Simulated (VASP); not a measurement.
Input of a VASP 6.6.1 run:

File POSCAR:

```
BaTe
1.0
    0.0000000000      3.4617391083      3.5498812151
    3.4617391083      0.0000000000      3.5498812151
    3.4617391083      3.4617391083      0.0000000000
Ba Te
1 1
Direct
    0.0000000000      0.0000000000      0.0000000000
    0.5000000000      0.5000000000      0.5000000000
```

INCAR.step1

```
SYSTEM = BaTe
  PREC = Accurate
  ENCUT = 520
  EDIFF = 1E-5
  ISMEAR = 0
  SIGMA = 0.01
  LREAL = .False.
  LASPH = .True.
  NELM = 60
  ALGO = Normal
  ISIF = 2
  LWAVE = .True.
  LCHARG = .False.
  NBANDS = 15
  GGA = PE
```

INCAR.step2

```
SYSTEM = BaTe
  PREC = Accurate
  ENCUT = 520
  EDIFF = 1E-6
  ISMEAR = 0
  SIGMA = 0.01
  LREAL = .False.
  LASPH = .True.
  NELM = 60
  ALGO = Normal
  ISIF = 2
  LWAVE = .False.
  LCHARG = .False.
  GGA = PE
  LHFCALC = .True.
  HFSCREEN = 0.2079
  PRECFOCK = Normal
  NBANDS = 15
  ISTART = 1
```

The input KPOINTS:

```
Automatic mesh
0
Gamma
  4 4 4
  0 0 0
```

Potentials or basis: VASP PAW PBE potentials, release 64 (Ba_sv, Te).

Launch:

```sh
$ cat potpaw_PBE.64/Ba_sv/POTCAR potpaw_PBE.64/Te/POTCAR > POTCAR
$ cp INCAR.step1 INCAR
$ mpirun -np 1 vasp_std > vasp.out
$ cp INCAR.step2 INCAR
$ mpirun -np 1 vasp_std > vasp.out
```

Problem. Estimate the band gap on the k mesh.

Solution. 2.20 eV (least direct gap 2.60 eV).

Problem. Predict the pressure.

Solution. 1.2 GPa.

Stress tensor (GPa, compression positive):
```
1.78 0.00 0.00
0.00 1.78 0.00
0.00 0.00 0.02
```

Caveat: the cell differs from its parent crystal (epitaxial xy strain -2.0%); the PAW data sets were made with another functional, which shifts forces and pressure a little; spin-orbit coupling is left out, which moves the levels of the heavy elements. A k mesh can miss the band edges.
